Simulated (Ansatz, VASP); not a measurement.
**One calculation of Si, two programs**

The input POSCAR:

```
Si
1.0
    2.4535038239      0.0000000000      0.0000000000
    0.0000000000      2.4535038239      0.0000000000
    0.0000000000      0.0000000000      2.4535038239
Si
1
Direct
    0.0000000000      0.0000000000      0.0000000000
```

File INCAR.step1:

```
ALGO = Normal
EDIFF = 1E-4
ENCUT = 520
GGA = PE
ISMEAR = -1
LASPH = True
LCHARG = False
LREAL = False
LWAVE = True
NBANDS = 8
NELM = 80
PREC = Accurate
SIGMA = 0.1
```

File INCAR.step2:

```
ALGO = Normal
EDIFF = 1E-6
ENCUT = 520
ISIF = 2
ISMEAR = -1
ISTART = 1
LASPH = True
LCHARG = False
LMIXTAU = True
LREAL = False
LWAVE = False
METAGGA = R2SCAN
NBANDS = 8
NELM = 80
PREC = Accurate
SIGMA = 0.1
```

Contents of KPOINTS:

```
k-points
0
Gamma
  14 14 14
```

Input for Ansatz:

```yaml
crystal:
  lattice:
    - [2.4535038239, 0.0, 0.0]
    - [0.0, 2.4535038239, 0.0]
    - [0.0, 0.0, 2.4535038239]
  atoms:
    - { symbol: Si, position: [0.0, 0.0, 0.0] }
hamiltonian:
  xc: r2scan
  pseudopotentials:
    kind: paw
    azcp:
      Si: "pseudopotentials/Si.paw.azcp"
basis:
  ecutwfc: 500
  fft_grid_basis: typed
kpoints:
  mp_grid: { grid: [14, 14, 14], shift: [0, 0, 0] }
magnetization:
  spin_polarized: false
scf:
  occupations: { method: fermi_dirac, width: 0.1 }
  lower_state_search: "off"
output:
  stress: true
```

Alike in both runs: task single point; functional r2SCAN; k mesh 14 × 14 × 14; occupations fermi-dirac, width 0.1 eV; no spin polarisation.

```csv
,VASP,Ansatz
version,VASP 6.6.1,Ansatz 0.2.0
potentials or method,"VASP PAW PBE potentials, release 64 (Si), cutoff 520 eV","plane waves (500 eV) with PAW, scalar-relativistic"
valence electrons in the cell,4,4
```

```tsv
	VASP	Ansatz	Ansatz less VASP
pressure (GPa)	11.1	11.3	+0.14
```

VASP's potentials were made for PBE, not for r2SCAN.
